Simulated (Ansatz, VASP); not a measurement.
# Two plane-wave programs on NiO2

INCAR

```
SYSTEM = NiO2
PREC = Accurate
ENCUT = 600
EDIFF = 1E-7
ISMEAR = 0
SIGMA = 0.02
LREAL = .False.
LASPH = .True.
NELM = 120
ALGO = Normal
ISIF = 3
LWAVE = .False.
LCHARG = .False.
GGA = CA
IBRION = 2
NSW = 100
EDIFFG = -0.005
GGA_COMPAT = .False.
NELMIN = 4
```

Contents of KPOINTS:

```
Automatic mesh
0
Gamma
  12 12 6
  0 0 0
```

POSCAR

```
NiO2
1.0
    2.7624727324      0.0000000000      0.0000000000
   -1.3812363662      2.3923715635      0.0000000000
    0.0000000000      0.0000000000      4.2044747070
Ni O
1 2
Direct
    0.0000000000      0.0000000000      0.5000000000
    0.6666666667      0.3333333333      0.7187630451
    0.3333333333      0.6666666667      0.2812369549
```

Input for Ansatz:

```yaml
crystal:
  lattice:
    - [2.7624727324, 0.0, 0.0]
    - [-1.3812363662, 2.3923715635, 0.0]
    - [0.0, 0.0, 4.204474707]
  atoms:
    - { symbol: Ni, position: [0.0, 0.0, 0.5] }
    - { symbol: O, position: [0.6666666667, 0.3333333333, 0.7187630451] }
    - { symbol: O, position: [0.3333333333, 0.6666666667, 0.2812369549] }
basis:
  ecutwfc: 520.0
kpoints:
  mp_grid: { grid: [12, 12, 6] }
hamiltonian:
  xc: lda
  pseudopotentials: { kind: paw }
scf:
  occupations: { method: gaussian, width: 0.02 }
output:
  forces: true
  stress: true
  eigenvalues: true
relax:
  adjacent_minimum: "off"
  f_tol: 0.005
  max_steps: 80
  cell: { stress_tol: 0.05 }
```

Alike in both runs: task relaxation of cell and atoms; functional LDA; k mesh 12 × 12 × 6; occupations gaussian, width 0.02 eV; no spin polarisation.

|  | VASP | Ansatz |
| --- | --- | --- |
| version | VASP 6.6.1 | Ansatz 0.2.0 |
| potentials or method | VASP PAW LDA potentials, release 64 (Ni_sv_GW, O), cutoff 600 eV | scalar-relativistic, plane waves, PAW |
| valence electrons in the cell | 30 | 30 |

VASP gave:

* gap on the k mesh at the Fermi level, each at its own relaxed structure (eV): 0.66
* relaxed volume (Å³/atom): 8.97
* relaxed cell length with the largest relative difference (Å): 4.061

Estimate Ansatz's values.

gap on the k mesh at the Fermi level, each at its own relaxed structure (eV): 0.77; relaxed volume (Å³/atom): 9.27; relaxed cell length with the largest relative difference (Å): 4.206.

LDA's correlation is that of Perdew and Zunger in VASP and of Perdew and Wang (1992) in Ansatz.
